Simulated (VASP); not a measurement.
Set up this calculation in VASP 6.6.1, as the native input.

- Task: single point
- Functional: PBEsol
- Potentials or basis: VASP PAW PBE potentials, release 64 (Si, Ni)
- Cutoff: 520 eV
- k mesh: 14 × 14 × 14
- Occupations: gaussian, width 0.15 eV
- Spin: no spin polarisation
- Dipole correction: no
- Further INCAR settings: ALGO = Fast; EDIFF = 1e-06; NBANDS = 25

The structure of SiNi3 lies in POSCAR:

```
SiNi3
1.0
    3.4612457436      0.0000000000      0.0000000000
    0.0000000000      3.4612457436      0.0000000000
    0.0000000000      0.0000000000      3.4612457436
Si Ni
1 3
Direct
    0.0000000000     -0.0163434054     -0.0163434054
    0.0000000000      0.5000000000      0.5000000000
    0.5000000000      0.0000000000      0.5000000000
    0.5000000000      0.5000000000      0.0000000000
```

This cell differs from its parent crystal: atom 1 (Si) moved +0.080 Å towards its neighbour atom 2 (Ni) at 2.447 Å.

One way to write it, as run:

INCAR

```
PREC = Accurate ; ENCUT = 520
EDIFF = 1E-6 ; ISMEAR = 0
SIGMA = 0.15 ; LREAL = F
LASPH = T ; NELM = 80
ALGO = Fast ; ISIF = 2
LWAVE = F ; LCHARG = F
GGA = PS ; NBANDS = 25
```

KPOINTS

```
regular mesh
0
Gamma
  14 14 14
```

Potentials or basis: VASP PAW PBE potentials, release 64 (Si, Ni).

Run with:

```sh
$ cat potpaw_PBE.64/Si/POTCAR potpaw_PBE.64/Ni/POTCAR > POTCAR
$ mpirun -np 1 vasp_std > vasp.out
```

It gave:

```json
{"Pressure": "0.2 GPa", "Largest force": "0.500 eV/Å", "Band gap on the k mesh": "zero (bands 17 and 18 overlap by 0.25 eV)"}
```

Caveat: the cell differs from its parent crystal (atom 1 (Si) moved +0.080 Å towards its neighbour atom 2 (Ni) at 2.447 Å); the PAW data sets were made with another functional, which shifts forces and pressure a little.

Wall time 3.7 min on 1 thread of Intel(R) Xeon(R) 6975P-C (Granite Rapids), on a shared host, peak memory 0.47 GiB.
